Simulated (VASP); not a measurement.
# Cu16Cl in VASP: single point with PBE+D3(BJ)

Aim: the single point of Cu16Cl with PBE+D3(BJ).

Program: VASP 6.6.1. These are calculated values, not measurements. Logs are shortened: lines on timing, memory, paths and dates and some standing lists are left out, and cuts for length are marked.

### 1 The cell of the first run

The cell holds a slab with vacuum, 17 atoms: a = 5.105 Å, b = 5.105 Å, c = 22.753 Å, α = 90.00°, β = 90.00°, γ = 60.00°.

### 2 Single point, PBE+D3(BJ)

Input file INCAR:

```
SYSTEM = Cu16Cl
ALGO = Normal
EDIFF = 1E-6
ENCUT = 520
GGA = PE
GGA_COMPAT = .FALSE.
ISIF = 2
ISMEAR = 1
IVDW = 12
LASPH = .TRUE.
LCHARG = .FALSE.
LREAL = .FALSE.
LWAVE = .FALSE.
NBANDS = 106
NELM = 120
NELMDL = -8
PREC = Accurate
SIGMA = 0.1
```

Input file KPOINTS:

```
k-points
0
G
  2 2 1
  0 0 0
```

Input file POSCAR:

```
Cu16Cl
1.0
    5.1053109602      0.0000000000      0.0000000000
    2.5526554801      4.4213289857      0.0000000000
    0.0000000000      0.0000000000     22.7527034153
Cu Cl
16 1
Direct
    0.0000000000      0.0000000000      0.1098770500
    0.5000000000      0.0000000000      0.1098770500
    0.0000000000      0.5000000000      0.1098770500
    0.5000000000      0.5000000000      0.1098770500
    0.1666666700      0.1666666700      0.2014808700
    0.6666666700      0.1666666700      0.2014808700
    0.1666666700      0.6666666700      0.2014808700
    0.6666666700      0.6666666700      0.2014808700
    0.8359479000      0.3327220300      0.2911205700
    0.3328663700      0.3328061400      0.2911599100
    0.8338103600      0.8337695200      0.2898505000
    0.3327382500      0.8360089200      0.2911277000
    0.0029567600      0.0026228700      0.3809329400
    0.4969810200      0.0027459500      0.3809588000
    0.0029814300      0.4967950800      0.3809542500
    0.5010190600      0.5007523100      0.3777670900
   -0.1657465800     -0.1658127600      0.4627010700
```

Potentials or basis: VASP PAW PBE potentials, release 64 (Cu, Cl).

Launch:

```bash
$ cat potpaw_PBE.64/Cu/POTCAR potpaw_PBE.64/Cl/POTCAR > POTCAR
$ mpirun -np 1 vasp_std > vasp.out
```

OUTCAR:

```text
SYSTEM = Cu16Cl
   EDIFF = 1E-6
   ENCUT = 520
   GGA = PE
   ISIF = 2
   ISMEAR = 1
   IVDW = 12
   LASPH = .TRUE.
   LREAL = .FALSE.
   NELM = 120
   NELMDL = -8
   PREC = Accurate
 IVDW          = 12

 ion  position               nearest neighbor table
   1  0.000  0.000  0.110-   3 2.55   3 2.55   4 2.55   4 2.55   2 2.55   2 2.55   7 2.55   6 2.55
                             5 2.55
   2  0.500  0.000  0.110-   4 2.55   3 2.55   4 2.55   3 2.55   1 2.55   1 2.55   8 2.55   5 2.55
                             6 2.55
   3  0.000  0.500  0.110-   1 2.55   1 2.55   2 2.55   2 2.55   4 2.55   4 2.55   5 2.55   8 2.55
                             7 2.55
   4  0.500  0.500  0.110-   2 2.55   1 2.55   2 2.55   1 2.55   3 2.55   3 2.55   6 2.55   7 2.55
                             8 2.55
   5  0.167  0.167  0.201-  12 2.51   9 2.51  10 2.51   7 2.55   7 2.55   8 2.55   8 2.55   6 2.55
                             6 2.55   3 2.55   2 2.55   1 2.55
   6  0.667  0.167  0.201-  11 2.49  10 2.52   9 2.52   8 2.55   7 2.55   8 2.55   7 2.55   5 2.55
                             5 2.55   4 2.55   1 2.55   2 2.55
   7  0.167  0.667  0.201-  11 2.49  10 2.52  12 2.52   5 2.55   5 2.55   6 2.55   6 2.55   8 2.55
                             8 2.55   1 2.55   4 2.55   3 2.55
   8  0.667  0.667  0.201-  11 2.50   9 2.52  12 2.52   6 2.55   5 2.55   6 2.55   5 2.55   7 2.55
                             7 2.55   2 2.55   3 2.55   4 2.55
   9  0.836  0.333  0.291-  16 2.47   5 2.51  13 2.51  15 2.51   8 2.52   6 2.52  12 2.54  10 2.54
                            11 2.55  11 2.55  10 2.57  12 2.57
  10  0.333  0.333  0.291-  16 2.47  15 2.51  14 2.51   5 2.51   6 2.52   7 2.52  12 2.54   9 2.54
                            11 2.55  11 2.55   9 2.57  12 2.57
  11  0.834  0.834  0.290-   7 2.49   6 2.49   8 2.50  14 2.55  12 2.55   9 2.55  15 2.55  10 2.55
                            10 2.55   9 2.55  12 2.55  13 2.55
  12  0.333  0.836  0.291-  16 2.47   5 2.51  13 2.51  14 2.51   8 2.52   7 2.52   9 2.54  10 2.54
                            11 2.55  11 2.55  10 2.57   9 2.57
  13  0.003  0.003  0.381-  17 2.38  12 2.51   9 2.51  14 2.52  15 2.52  16 2.55  16 2.55  11 2.55
                            15 2.58  14 2.58
  14  0.497  0.003  0.381-  17 2.38  10 2.51  12 2.51  15 2.52  13 2.52  11 2.55  16 2.55  16 2.55
                            13 2.58  15 2.58
  15  0.003  0.497  0.381-  17 2.38  10 2.51   9 2.51  14 2.52  13 2.52  11 2.55  16 2.55  16 2.55
                            13 2.58  14 2.58
  16  0.501  0.501  0.378-   9 2.47  12 2.47  10 2.47  13 2.55  14 2.55  15 2.55  15 2.55  14 2.55
                            13 2.55
  17  0.834  0.834  0.463-  14 2.38  13 2.38  15 2.38

  LATTYP: Found a hexagonal cell.
 ALAT       =     5.1053109602
 C/A-ratio  =     4.4566733727

  Lattice vectors:

 A1 = (  -2.5526554801,  -4.4213289857,   0.0000000000)
 A2 = (   5.1053109602,   0.0000000000,   0.0000000000)
 A3 = (   0.0000000000,   0.0000000000,  22.7527034153)

Analysis of symmetry for initial positions (statically):
=====================================================================
 Subroutine PRICEL returns:
 Original cell was already a primitive cell.

 Routine SETGRP: Setting up the symmetry group for a
 hexagonal supercell.

 Subroutine GETGRP returns: Found  1 space group operations
 (whereof  1 operations were pure point group operations)
 out of a pool of 24 trial point group operations.

The static configuration has the point symmetry C_1 .

Analysis of symmetry for dynamics (positions and initial velocities):
=====================================================================
 Subroutine PRICEL returns:
 Original cell was already a primitive cell.

 Routine SETGRP: Setting up the symmetry group for a
 hexagonal supercell.

 Subroutine GETGRP returns: Found  1 space group operations
 (whereof  1 operations were pure point group operations)
 out of a pool of 24 trial point group operations.

The dynamic configuration has the point symmetry C_1 .

 Subroutine INISYM returns: Found  1 space group operations
 (whereof  1 operations are pure point group operations),
 and found     1 'primitive' translations

----------------------------------------------------------------------------------------

                                     Primitive cell

  volume of cell :     513.5799

  direct lattice vectors                    reciprocal lattice vectors
     5.105310960  0.000000000  0.000000000     0.195874455 -0.113088169  0.000000000
     2.552655480  4.421328986  0.000000000     0.000000000  0.226176338  0.000000000
     0.000000000  0.000000000 22.752703415     0.000000000  0.000000000  0.043950821

  length of vectors
     5.105310960  5.105310960 22.752703415     0.226176338  0.226176338  0.043950821
[... 47 lines left out ...]

 Generating k-lattice:

  Cartesian coordinates                     Fractional coordinates (reciprocal lattice)
     0.097937227 -0.056544085  0.000000000     0.500000000  0.000000000  0.000000000
     0.000000000  0.113088169  0.000000000     0.000000000  0.500000000  0.000000000
     0.000000000  0.000000000  0.043950821     0.000000000  0.000000000  1.000000000

  Length of vectors
     0.113088169  0.113088169  0.043950821

  Shift w.r.t. Gamma in fractional coordinates (k-lattice)
     0.000000000  0.000000000  0.000000000

 Subroutine IBZKPT returns following result:
 ===========================================

 Found      4 irreducible k-points:

 Following reciprocal coordinates:
            Coordinates               Weight
  0.000000  0.000000  0.000000      1.000000
  0.500000  0.000000  0.000000      1.000000
  0.500000  0.500000  0.000000      1.000000
  0.000000  0.500000  0.000000      1.000000
   k-points           NKPTS =      4   k-points in BZ     NKDIM =      4   number of bands    NBANDS=    106
   number of dos      NEDOS =    301   number of ions     NIONS =     17
   total plane-waves  NPLWV = 288000
   dimension x,y,z NGX =    40 NGY =   40 NGZ =  180
   dimension x,y,z NGXF=    80 NGYF=   80 NGZF=  360
   ions per type =              16   1
   NGX,Y,Z   is equivalent  to a cutoff of  13.03, 13.03, 13.15 a.u.
   NGXF,Y,Z  is equivalent  to a cutoff of  26.05, 26.05, 26.30 a.u.
 SYSTEM =  Cu16Cl
   PREC   = accura    normal or accurate (medium, high low for compatibility)
   ISTART =      0    job   : 0-new  1-cont  2-samecut
   ICHARG =      2    charge: 1-file 2-atom 10-const
   ISPIN  =      1    spin polarized calculation?
   LNONCOLLINEAR =      F non collinear calculations
   LSORBIT =      F    spin-orbit coupling
   LASPH  =      T    aspherical Exc in radial PAW
   ENCUT  =  520.0 eV  38.22 Ry    6.18 a.u.   9.49  9.49 42.30*2*pi/ulx,y,z
   NELM   =    120;   NELMIN=  2; NELMDL= -8     # of ELM steps
   EDIFF  = 0.1E-05   stopping-criterion for ELM
   LREAL  =      F    real-space projection
   EDIFFG = 0.1E-04   stopping-criterion for IOM
   NSW    =      0    number of steps for IOM
   IBRION =     -1    ionic relax: 0-MD 1-quasi-New 2-CG
   NFREE  =      0    steps in history (QN), initial steepest desc. (CG)
   ISIF   =      2    stress and relaxation
   ISYM   =      2    0-nonsym 1-usesym 2-fastsym
   POTIM  = 0.5000    time-step for ionic-motion
   TEBEG  =    0.0;   TEEND  =   0.0 temperature during run
   PSTRESS=    0.0 pullay stress
   NELECT =     183.0000    total number of electrons
   NUPDOWN=      -1.0000    fix difference up-down
   EMIN   =  10.00;   EMAX   =-10.00  energy-range for DOS
   EFERMI =   0.00;   METHOD = LEGACY
   ISMEAR =     1;   SIGMA  =   0.10  broadening in eV -4-tet -1-fermi 0-gaus
   EFERMI_NEDOS =   21; number of points for ismear=-14 and -15
   IALGO  =     38    algorithm
   IMIX   =      4    mixing-type and parameters
     AMIX     =   0.40;   BMIX     =  1.00
     AMIX_MAG =   1.60;   BMIX_MAG =  1.00
  volume/ion in A,a.u.               =      30.21       203.87
  Fermi-wavevector in a.u.,A,eV,Ry     =   1.160618  2.193249 18.327502  1.347033
  Thomas-Fermi vector in A             =   2.297198
   LORBIT       =      0    0 simple, 1 ext, 2 COOP (PROOUT), +10 PAW based schemes
   GGA     = PE    functional components
   LHFCALC =     F    Hartree Fock is set to
   AEXX    =    0.0000 exact exchange contribution
   IVDW    =    12    specifies the selected vdW correction
   LEPSILON=     F    determine dielectric tensor
   LRPA    =     F    only Hartree local field effects (RPA)
 non-spin polarized calculation
 Methfessel and Paxton  Order N= 1 SIGMA  =   0.10
  energy-cutoff  :      520.00
  volume of cell :      513.58
 maximum number of plane-waves:     13945
 NGX is ok and might be reduce to    40
   NGX = 19   NGY = 19   NGZ = 85

 number of electron     183.0000028 magnetization

 Free energy of the ion-electron system (eV)
  ---------------------------------------------------
  ext. energy  EPLUGINS =         0.00000000
  ---------------------------------------------------
  free energy    TOTEN  =       -58.19555217 eV

  energy without entropy =      -58.18078667  energy(sigma->0) =      -58.19063034

 E-fermi :  -0.1040     XC(G=0):  -5.8006

 val. band max:       -0.1296847154   @ k =   0.5000   0.0000   0.0000
 cond. band min:       0.3596894887   @ k =   0.0000   0.0000   0.0000
 fundamental gap:      0.4893742041
 Fermi energy:        -0.1040324589

 k-point     1 :       0.0000    0.0000    0.0000
  band No.  band energies     occupation
      1     -15.7902      2.00000
      2      -8.9941      2.00000
      3      -7.7779      2.00000
      4      -6.2487      2.00000
      5      -5.3538      2.00000
      6      -5.0528      2.00000
[... 413 lines left out ...]
    102       4.9116      0.00000
    103       6.0124      0.00000
 [bands above 103 left out]

------------------------ aborting loop because EDIFF is reached ----------------------------------------

 Edisp (eV)   -7.33710

 E8    (eV) :    -3.2423

  FORCE on cell =-STRESS in cart. coord.  units (eV):
  Direction    XX          YY          ZZ          XY          YZ          ZX
  --------------------------------------------------------------------------------------
  -------------------------------------------------------------------------------------
  Total      -5.56423    -5.52644    -1.40871    -0.04112    -0.03099    -0.06344
  in kB     -17.35831   -17.24042    -4.39464    -0.12827    -0.09669    -0.19791
  external pressure =      -13.00 kB  Pullay stress =        0.00 kB

 VOLUME and BASIS-vectors are now :
 -----------------------------------------------------------------------------
  energy-cutoff  :      520.00
  volume of cell :      513.58
      direct lattice vectors                 reciprocal lattice vectors
     5.105310960  0.000000000  0.000000000     0.195874455 -0.113088169  0.000000000
     2.552655480  4.421328986  0.000000000     0.000000000  0.226176338  0.000000000
     0.000000000  0.000000000 22.752703415     0.000000000  0.000000000  0.043950821

 POSITION                                       TOTAL-FORCE (eV/Angst)
 -----------------------------------------------------------------------------------
      0.00000      0.00000      2.50000        -0.042321     -0.024439      0.038014
      2.55266      0.00000      2.50000         0.042736     -0.024418      0.039051
      1.27633      2.21066      2.50000         0.000244      0.049182      0.039108
      3.82898      2.21066      2.50000         0.000321      0.000063      0.144072
      1.27633      0.73689      4.58423         0.005693      0.003199      0.033516
      3.82898      0.73689      4.58423         0.002792      0.083475      0.059732
[... 9 lines left out ...]
      3.83611      2.21399      8.59522        -0.003095     -0.001441     -0.063743
      6.38852      3.68822     10.52770        -0.000459     -0.000796     -0.009718
 -----------------------------------------------------------------------------------
    total drift:                                0.000162      0.000031     -0.001690

  FREE ENERGIE OF THE ION-ELECTRON SYSTEM (eV)
  ---------------------------------------------------
  free  energy   TOTEN  =       -65.5326507669 eV

  energy  without entropy=      -65.5178852665  energy(sigma->0) =      -65.52772893
```

Run time: 23 min. Hardware: 1 thread of AMD EPYC 7R13, shared host; peak memory 0.67 GiB.

What came out:

```yaml
Free_energy: -65.5327 eV
Largest_force: 0.205 eV/Å
Band_gap_on_the_k_mesh: zero (an odd number of electrons rules out a gap without spin polarisation)
Dispersion_energy_per_atom: -0.432 eV
```

Forces in eV/Å, atoms in the order of the input:
```
Cu  -0.042 -0.024  0.038
Cu   0.043 -0.024  0.039
Cu   0.000  0.049  0.039
Cu   0.000  0.000  0.144
Cu   0.006  0.003  0.034
Cu   0.003  0.083  0.060
Cu   0.074 -0.039  0.060
Cu  -0.066 -0.038  0.060
Cu   0.006 -0.003 -0.138
Cu  -0.010 -0.005 -0.142
Cu  -0.001 -0.002 -0.205
Cu   0.000  0.003 -0.139
Cu   0.049  0.031  0.075
Cu  -0.053  0.028  0.073
Cu  -0.004 -0.061  0.074
Cu  -0.003 -0.001 -0.064
Cl   0.000 -0.001 -0.010
```

Caveat: the k points lie up to 0.71 Å⁻¹ apart, too coarse for converged energies and pressures of a metal; an odd number of electrons without spin polarisation forces a metal; a magnetic or distorted state may lie lower. With open d or f shells a metallic result of PBE can be an artefact of self-interaction; +U or a hybrid may open a gap.
